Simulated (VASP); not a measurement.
Here is a VASP 6.6.1 calculation.

File INCAR:

```
SYSTEM = AlGa2N2
ALGO = Normal ; EDIFF = 1E-6
EDIFFG = -0.01 ; ENCUT = 600
GGA = PE ; IBRION = 2
ISIF = 3 ; ISMEAR = 0
LASPH = .TRUE. ; LCHARG = .FALSE.
LREAL = .FALSE. ; LWAVE = .FALSE.
NELM = 100 ; NSW = 100
PREC = Accurate ; SIGMA = 0.1
```

The input KPOINTS:

```
k-points
0
G
  9 9 12
  0 0 0
```

Contents of POSCAR:

```
AlGa2N2
1.0
    5.7490576772      0.0000000000      0.0000000000
   -2.8745288386      4.9788299963      0.0000000000
    0.0000000000      0.0000000000      3.4775454979
Al Ga N
1 2 2
Direct
    0.0000000000      0.0000000000      0.0000000000
    0.3333333333      0.6666666667      0.0000000000
    0.6666666667      0.3333333333      0.0000000000
    0.3333333333      0.6666666667      0.5000000000
    0.6666666667      0.3333333333      0.5000000000
```

Potentials or basis: VASP PAW PBE potentials, release 64 (Al, Ga_d, N).

The run is started by

```sh
$ cat potpaw_PBE.64/Al/POTCAR potpaw_PBE.64/Ga_d/POTCAR potpaw_PBE.64/N/POTCAR > POTCAR
$ mpirun -np 1 vasp_std > vasp.out
```

(1) Predict the relaxed cell.

(2) Predict the relaxed volume.

Results:

(1) a = 5.734 Å, b = 5.734 Å, c = 3.472 Å, α = 90.00°, β = 90.00°, γ = 120.00°.

(2) 19.77 Å³/atom.
